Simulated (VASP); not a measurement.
Write the native input for VASP 6.6.1 that does the following.

- Task: single point
- Functional: PBEsol
- Potentials or basis: VASP PAW PBE potentials, release 64 (Al, P)
- Cutoff: 500 eV
- k mesh: 4 × 4 × 4
- Occupations: gaussian, width 0.1 eV
- Spin: no spin polarisation
- Dipole correction: no
- Further INCAR settings: ALGO = Normal; EDIFF = 1e-06; NBANDS = 11

The structure of AlP lies in POSCAR:

```
AlP
1.0
    0.0000000000      2.7364837130      2.7364837130
    2.7364837130      0.0000000000      2.7364837130
    2.7364837130      2.7364837130      0.0000000000
Al P
1 1
Direct
    0.0000000000      0.0000000000      0.0000000000
    0.7500000000      0.7500000000      0.7500000000
```

These files were run (other wordings do the same):

INCAR

```
SYSTEM = AlP
PREC = Accurate
ENCUT = 500
EDIFF = 1E-6
ISMEAR = 0
SIGMA = 0.1
LREAL = .False.
LASPH = .True.
NELM = 120
ALGO = Normal
ISIF = 2
LWAVE = .False.
LCHARG = .False.
GGA = PS
NBANDS = 11
GGA_COMPAT = .False.
```

KPOINTS

```
Automatic mesh
0
Gamma
  4 4 4
  0 0 0
```

Potentials or basis: VASP PAW PBE potentials, release 64 (Al, P).

Launch:

```bash
$ cat potpaw_PBE.64/Al/POTCAR potpaw_PBE.64/P/POTCAR > POTCAR
$ mpirun -np 1 vasp_std > vasp.out
```

It gave:

* Pressure: 0.3 GPa
* Band gap on the k mesh: 1.42 eV, indirect (least direct gap 3.13 eV)

Caveat: the k points lie up to 0.50 Å⁻¹ apart; the PAW data sets were made with another functional, which shifts forces and pressure a little.

It took 8 s on 1 thread of Intel(R) Xeon(R) Platinum 8375C CPU @ 2.90GHz (Ice Lake), on a shared host, peak memory 0.14 GiB.
